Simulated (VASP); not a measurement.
# TiTe2 (P-3m1) in VASP: relaxation of cell and atoms with r2SCAN+rVV10

Aim: the relaxation of cell and atoms of TiTe2 with r2SCAN+rVV10.

All numbers are computed with VASP 6.6.1; they aren't measurements. Logs are shortened: lines on timing, memory, paths and dates and some standing lists are left out, and cuts for length are marked.

## Step 1: The cell of the first run

The structure is trigonal, space group P-3m1 (No. 164). The conventional cell has a = 3.718 Å, b = 3.718 Å, c = 6.324 Å, α = 90.00°, β = 90.00°, γ = 120.00°. Within 3.8 Å of Ti (site symmetry -3m) lie 6 Te at 2.75 Å and 6 Ti at 3.72 Å. Te (site symmetry 3m) has 3 Ti at 2.75 Å and 9 Te at 3.61 to 3.72 Å within 3.8 Å.

## Step 2: Relaxation of cell and atoms, r2SCAN+rVV10

Input file POSCAR:

```
TiTe2
1.0
    3.7179746367      0.0000000000      0.0000000000
   -1.8589873183      3.2198604860      0.0000000000
    0.0000000000      0.0000000000      6.3241293008
Ti Te
1 2
Direct
    0.0000000000      0.0000000000      0.0000000000
    0.3333333333      0.6666666667      0.2705594854
    0.6666666667      0.3333333333      0.7294405146
```

Input file INCAR.step1:

```
SYSTEM = TiTe2
PREC = Accurate
ENCUT = 600
ISMEAR = -1
SIGMA = 0.02
LREAL = .FALSE.
LASPH = .TRUE.
NELM = 100
GGA = PE
ALGO = Normal
EDIFF = 1E-4
LWAVE = .TRUE.
LCHARG = .FALSE.
```

Input file INCAR.step2:

```
SYSTEM = TiTe2
PREC = Accurate
ENCUT = 600
EDIFF = 1E-6
ISMEAR = -1
SIGMA = 0.02
LREAL = .FALSE.
LASPH = .TRUE.
NELM = 100
ALGO = Normal
ISIF = 3
LWAVE = .FALSE.
LCHARG = .FALSE.
METAGGA = R2SCAN
LMIXTAU = .TRUE.
LUSE_VDW = .TRUE.
IVDW_NL = 2
BPARAM = 11.95
CPARAM = 0.0093
IBRION = 2
NSW = 80
EDIFFG = -0.005
ISTART = 1
```

Input file KPOINTS:

```
Automatic mesh
0
G
  12 12 4
  0 0 0
```

Potentials or basis: VASP PAW PBE potentials, release 64 (Ti_sv, Te).

The run is started by

```console
cat potpaw_PBE.64/Ti_sv/POTCAR potpaw_PBE.64/Te/POTCAR > POTCAR
cp INCAR.step1 INCAR
mpirun -np 1 vasp_std > vasp.out
cp INCAR.step2 INCAR
mpirun -np 1 vasp_std > vasp.out
```

OUTCAR:

```text
SYSTEM = TiTe2
   PREC = Accurate
   ENCUT = 600
   EDIFF = 1E-6
   ISMEAR = -1
   LREAL = .FALSE.
   LASPH = .TRUE.
   NELM = 100
   ISIF = 3
   METAGGA = R2SCAN
   IVDW_NL = 2
   BPARAM = 11.95
   IBRION = 2
   NSW = 80
   EDIFFG = -0.005
   ISTART = 1

 ion  position               nearest neighbor table
   1  0.000  0.000  0.000-   2 2.75   3 2.75   2 2.75   3 2.75   3 2.75   2 2.75
   2  0.333  0.667  0.271-   1 2.75   1 2.75   1 2.75   3 3.61   3 3.61   3 3.61
   3  0.667  0.333  0.729-   1 2.75   1 2.75   1 2.75   2 3.61   2 3.61   2 3.61

  LATTYP: Found a hexagonal cell.
 ALAT       =     3.7179746367
 C/A-ratio  =     1.7009608507

  Lattice vectors:

 A1 = (   3.7179746367,   0.0000000000,   0.0000000000)
 A2 = (  -1.8589873183,   3.2198604860,   0.0000000000)
 A3 = (   0.0000000000,   0.0000000000,   6.3241293008)

Analysis of symmetry for initial positions (statically):
=====================================================================
 Subroutine PRICEL returns:
 Original cell was already a primitive cell.

 Routine SETGRP: Setting up the symmetry group for a
 hexagonal supercell.

 Subroutine GETGRP returns: Found 12 space group operations
 (whereof 12 operations were pure point group operations)
 out of a pool of 24 trial point group operations.

The static configuration has the point symmetry D_3d.

Analysis of symmetry for dynamics (positions and initial velocities):
=====================================================================
 Subroutine PRICEL returns:
 Original cell was already a primitive cell.

 Routine SETGRP: Setting up the symmetry group for a
 hexagonal supercell.

 Subroutine GETGRP returns: Found 12 space group operations
 (whereof 12 operations were pure point group operations)
 out of a pool of 24 trial point group operations.

The dynamic configuration has the point symmetry D_3d.

 Subroutine INISYM returns: Found 12 space group operations
 (whereof 12 operations are pure point group operations),
 and found     1 'primitive' translations

----------------------------------------------------------------------------------------

                                     Primitive cell

  volume of cell :      75.7084

  direct lattice vectors                    reciprocal lattice vectors
     3.717974637  0.000000000  0.000000000     0.268963642  0.155286231  0.000000000
    -1.858987318  3.219860486  0.000000000     0.000000000  0.310572462  0.000000000
     0.000000000  0.000000000  6.324129301     0.000000000  0.000000000  0.158124534

  length of vectors
     3.717974637  3.717974637  6.324129301     0.310572462  0.310572462  0.158124534

  position of ions in fractional coordinates (direct lattice)
     0.000000000  0.000000000  0.000000000
     0.333333333  0.666666667  0.270559485
     0.666666667  0.333333333  0.729440515

  ion indices of the primitive-cell ions
   primitive index   ion index
                 1           1
                 2           2
                 3           3

----------------------------------------------------------------------------------------

 KPOINTS: Automatic mesh

Automatic generation of k-mesh.
 Grid dimensions read from file:
 generate k-points for:   12   12    4

 Generating k-lattice:

  Cartesian coordinates                     Fractional coordinates (reciprocal lattice)
     0.022413637  0.012940519  0.000000000     0.083333333  0.000000000  0.000000000
     0.000000000  0.025881039  0.000000000     0.000000000  0.083333333  0.000000000
     0.000000000  0.000000000  0.039531134     0.000000000  0.000000000  0.250000000

  Length of vectors
     0.025881039  0.025881039  0.039531134

  Shift w.r.t. Gamma in fractional coordinates (k-lattice)
     0.000000000  0.000000000  0.000000000

 Subroutine IBZKPT returns following result:
 ===========================================

 Found     69 irreducible k-points:

 Following reciprocal coordinates:
            Coordinates               Weight
  0.000000  0.000000  0.000000      1.000000
  0.083333  0.000000  0.000000      6.000000
  0.166667  0.000000  0.000000      6.000000
  0.250000  0.000000  0.000000      6.000000
  0.333333  0.000000  0.000000      6.000000
  0.416667  0.000000  0.000000      6.000000
[... 16 lines left out ...]
  0.166667  0.000000  0.250000      6.000000
  0.000000  0.166667  0.250000      6.000000
 [... further k-points ...]
   k-points           NKPTS =     69   k-points in BZ     NKDIM =     69   number of bands    NBANDS=     16
   number of dos      NEDOS =    301   number of ions     NIONS =      3
   total plane-waves  NPLWV =  48600
   dimension x,y,z NGX =    30 NGY =   30 NGZ =   54
   dimension x,y,z NGXF=    60 NGYF=   60 NGZF=  108
   ions per type =               1   2
   NGX,Y,Z   is equivalent  to a cutoff of  13.41, 13.41, 14.20 a.u.
   NGXF,Y,Z  is equivalent  to a cutoff of  26.83, 26.83, 28.39 a.u.
 SYSTEM =  TiTe2
   PREC   = accura    normal or accurate (medium, high low for compatibility)
   ISTART =      1    job   : 0-new  1-cont  2-samecut
   ICHARG =      0    charge: 1-file 2-atom 10-const
   ISPIN  =      1    spin polarized calculation?
   LNONCOLLINEAR =      F non collinear calculations
   LSORBIT =      F    spin-orbit coupling
   LASPH  =      T    aspherical Exc in radial PAW
   ENCUT  =  600.0 eV  44.10 Ry    6.64 a.u.   7.43  7.43 12.63*2*pi/ulx,y,z
   NELM   =    100;   NELMIN=  2; NELMDL=  0     # of ELM steps
   EDIFF  = 0.1E-05   stopping-criterion for ELM
   LREAL  =      F    real-space projection
   EDIFFG = -.5E-02   stopping-criterion for IOM
   NSW    =     80    number of steps for IOM
   IBRION =      2    ionic relax: 0-MD 1-quasi-New 2-CG
   NFREE  =      1    steps in history (QN), initial steepest desc. (CG)
   ISIF   =      3    stress and relaxation
   ISYM   =      2    0-nonsym 1-usesym 2-fastsym
   POTIM  = 0.5000    time-step for ionic-motion
   TEBEG  =    0.0;   TEEND  =   0.0 temperature during run
   PSTRESS=    0.0 pullay stress
   NELECT =      24.0000    total number of electrons
   NUPDOWN=      -1.0000    fix difference up-down
   EMIN   =  10.00;   EMAX   =-10.00  energy-range for DOS
   EFERMI =   0.00;   METHOD = LEGACY
   ISMEAR =    -1;   SIGMA  =   0.02  broadening in eV -4-tet -1-fermi 0-gaus
   EFERMI_NEDOS =   21; number of points for ismear=-14 and -15
   IALGO  =     38    algorithm
   IMIX   =      4    mixing-type and parameters
     AMIX     =   0.40;   BMIX     =  1.00
     AMIX_MAG =   1.60;   BMIX_MAG =  1.00
  volume/ion in A,a.u.               =      25.24       170.30
  Fermi-wavevector in a.u.,A,eV,Ry     =   1.116256  2.109418 16.953235  1.246028
  Thomas-Fermi vector in A             =   2.252868
   LORBIT       =      0    0 simple, 1 ext, 2 COOP (PROOUT), +10 PAW based schemes
   METAGGA = R2SCAN    functional components
   LHFCALC =     F    Hartree Fock is set to
   AEXX    =    0.0000 exact exchange contribution
   IVDW_NL    =     2    kernel type
   BPARAM     =11.9500
   IVDW    =     0    specifies the selected vdW correction
   LEPSILON=     F    determine dielectric tensor
   LRPA    =     F    only Hartree local field effects (RPA)
 conjugate gradient relaxation of ions
 non-spin polarized calculation
  energy-cutoff  :      600.00
  volume of cell :       75.71
 maximum number of plane-waves:      2575
 NGX is ok and might be reduce to    30
   NGX = 15   NGY = 15   NGZ = 25

--------------------------------------- Ionic step        1  -------------------------------------------

 number of electron      24.0000001 magnetization

 Free energy of the ion-electron system (eV)
  ---------------------------------------------------
  ext. energy  EPLUGINS =         0.00000000
  ---------------------------------------------------
  free energy    TOTEN  =       -65.61713909 eV

  energy without entropy =      -65.61537856  energy(sigma->0) =      -65.61625883

------------------------ aborting loop because EDIFF is reached ----------------------------------------

  FORCE on cell =-STRESS in cart. coord.  units (eV):
  Direction    XX          YY          ZZ          XY          YZ          ZX
  --------------------------------------------------------------------------------------
  -------------------------------------------------------------------------------------
  Total        1.4930765      1.4930765      1.1778916      0.0000000     -0.0000000      0.0000000
  in kB       31.5971873     31.5971873     24.9270960      0.0000000     -0.0000000      0.0000000
  external PRESSURE =      29.3738236 kB  Pullay stress =       0.0000000 kB
[... 92 lines left out ...]
  FREE ENERGIE OF THE ION-ELECTRON SYSTEM (eV)
  ---------------------------------------------------
  free  energy   TOTEN  =       -65.6485292229 eV

  energy  without entropy=      -65.6470976704  energy(sigma->0) =      -65.64781345

[... ionic steps 4 to 9 ...]

--------------------------------------- Ionic step       10  -------------------------------------------

 number of electron      24.0000000 magnetization

------------------------ aborting loop because EDIFF is reached ----------------------------------------

  FORCE on cell =-STRESS in cart. coord.  units (eV):
  Direction    XX          YY          ZZ          XY          YZ          ZX
  --------------------------------------------------------------------------------------
  -------------------------------------------------------------------------------------
  Total        0.0046532      0.0046532      0.0973331      0.0000000      0.0000000      0.0000000
  in kB        0.0909553      0.0909553      1.9025508      0.0000000      0.0000000      0.0000000
  external PRESSURE =       0.6948205 kB  Pullay stress =       0.0000000 kB
[... 59 lines left out ...]
  energy  without entropy=      -65.6766903046  energy(sigma->0) =      -65.67744690

--------------------------------------- Ionic step       12  -------------------------------------------

 number of electron      24.0000001 magnetization

 Free energy of the ion-electron system (eV)
  ---------------------------------------------------
  ext. energy  EPLUGINS =         0.00000000
  ---------------------------------------------------
  free energy    TOTEN  =       -65.67820466 eV

  energy without entropy =      -65.67669308  energy(sigma->0) =      -65.67744887

 E-fermi :   6.5953     XC(G=0): -10.2599

 val. band max:        6.5416701409   @ k =   0.5000   0.0000   0.2500
 cond. band min:       6.6061042932   @ k =   0.0833   0.0000   0.0000
 fundamental gap:      0.0644341523
 Fermi energy:         6.5952692497

 k-point     1 :       0.0000    0.0000    0.0000
  band No.  band energies     occupation
      1     -53.5125      2.00000
      2     -28.7235      2.00000
      3     -28.7235      2.00000
      4     -28.6824      2.00000
      5      -6.3677      2.00000
      6      -4.8483      2.00000
[... 8 lines left out ...]
     15       7.4356      0.00000
     16       9.6702      0.00000
[... 420 lines left out ...]
  band No.  band energies     occupation
      1     -53.5117      2.00000
      2     -28.7339      2.00000
      3     -28.7259      2.00000
      4     -28.6799      2.00000
      5      -5.9161      2.00000
      6      -4.9313      2.00000
[... 8 lines left out ...]
     15       8.1200      0.00000
     16       9.0208      0.00000

 [... further k-points ...]

------------------------ aborting loop because EDIFF is reached ----------------------------------------

  FORCE on cell =-STRESS in cart. coord.  units (eV):
  Direction    XX          YY          ZZ          XY          YZ          ZX
  --------------------------------------------------------------------------------------
  -------------------------------------------------------------------------------------
  Total        0.0104807      0.0104807      0.0046126      0.0000000     -0.0000000      0.0000000
  in kB        0.2046915      0.2046915      0.0900850      0.0000000     -0.0000000      0.0000000
  external PRESSURE =       0.1664894 kB  Pullay stress =       0.0000000 kB
[... 18 lines left out ...]
  FREE ENERGIE OF THE ION-ELECTRON SYSTEM (eV)
  ---------------------------------------------------
  free  energy   TOTEN  =       -65.6782046591 eV

  energy  without entropy=      -65.6766930832  energy(sigma->0) =      -65.67744887

 reached required accuracy - stopping structural energy minimisation
```

Run time: 37 min. Hardware: 1 thread of Intel Xeon 6975P-C (Granite Rapids), shared host; peak memory 0.49 GiB.

Results:

```
Free energy                           : -65.6782 eV
Relaxed volume                        : 27.35 Å³/atom
Relaxed cell                          : a = 3.798 Å, b = 3.798 Å, c = 6.567 Å, α = 90.00°, β = 90.00°, γ = 120.00°
Space group after relaxing (to 0.1 Å) : P-3m1 (No. 164)
Energy gained by relaxing             : 20.4 meV/atom
Ionic steps                           : 12
Pressure after relaxing               : 0.0 GPa
Band gap on the k mesh                : zero (bands 12 and 13 overlap by 0.57 eV)
```

The path:
| step | energy change (eV) | largest force (eV/Å) | pressure (GPa) | volume (Å³) |
| --- | --- | --- | --- | --- |
| 1 | 0.0000 | 0.1308 | 2.94 | 75.71 |
| 2 | -0.0242 | 0.5705 | -1.54 | 80.89 |
| 3 | -0.0314 | 0.4330 | -0.19 | 79.16 |
| 4 | -0.0457 | 0.2669 | -0.05 | 79.82 |
| 5 | -0.0527 | 0.0384 | 0.25 | 81.13 |
| 6 | -0.0534 | 0.0345 | 0.15 | 80.82 |
| 7 | -0.0572 | 0.0420 | -0.06 | 81.40 |
| 8 | -0.0599 | 0.0553 | -0.39 | 82.35 |
| 9 | -0.0595 | 0.1024 | 0.64 | 81.50 |
| 10 | -0.0609 | 0.0152 | 0.07 | 81.97 |
| 11 | -0.0611 | 0.0003 | 0.03 | 82.03 |
| 12 | -0.0611 | 0.0014 | 0.02 | 82.04 |

Final structure:
```
CELL_PARAMETERS angstrom
3.79790 0.00000 0.00000
-1.89895 3.28907 0.00000
0.00000 0.00000 6.56727
ATOMIC_POSITIONS crystal
Ti 0.00000 0.00000 0.00000
Te 0.33333 0.66667 0.25748
Te 0.66667 0.33333 0.74252
```

Caveat: the PAW data sets were made with another functional, which shifts forces and pressure a little; spin-orbit coupling is left out, which moves the levels of the heavy elements.

The gap in the log of VASP goes by the Fermi energy; the results here count the filled bands.